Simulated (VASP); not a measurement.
NaF:

```
Na F
1.0
     0.00000    2.34999    2.34999
     2.34999    0.00000    2.34999
     2.34999    2.34999    0.00000
Na F
1 1
Cartesian
  0.0000 0.0000 0.0000
  2.3500 2.3500 2.3500
```

```yaml
Program: VASP 6.6.1
Task: relaxation of cell and atoms
Functional: r2SCAN
Potentials_or_basis: VASP PAW PBE potentials, release 64 (Na_sv, F)
Cutoff: 1250 eV
k_mesh: 8 × 8 × 8
Occupations: fermi-dirac, width 0.02 eV
Spin: no spin polarisation
```

At the start: pressure -3.2 GPa; volume 12.98 Å³/atom.

**Question.** Where does the relaxation end?

**Answer.** Over 4 steps the energy falls by 8.9 meV/atom and the volume is 12.13 Å³/atom (-6.5 %); space group Fm-3m (No. 225, to 0.1 Å) before and after.

Step by step:
```tsv
step	energy change (eV)	largest force (eV/Å)	pressure (GPa)	volume (Å³)
1	0.0000	0.0000	-3.19	25.96
2	-0.0143	0.0000	-1.52	25.00
3	-0.0178	0.0000	-0.11	24.32
4	-0.0178	0.0000	0.00	24.27
```

Final structure:
```
CELL_PARAMETERS angstrom
0.00000 2.29797 2.29797
2.29797 0.00000 2.29797
2.29797 2.29797 0.00000
ATOMIC_POSITIONS crystal
Na 0.00000 0.00000 0.00000
F 0.50000 0.50000 0.50000
```

Caveat: the PAW data sets were made with another functional, which shifts forces and pressure a little.
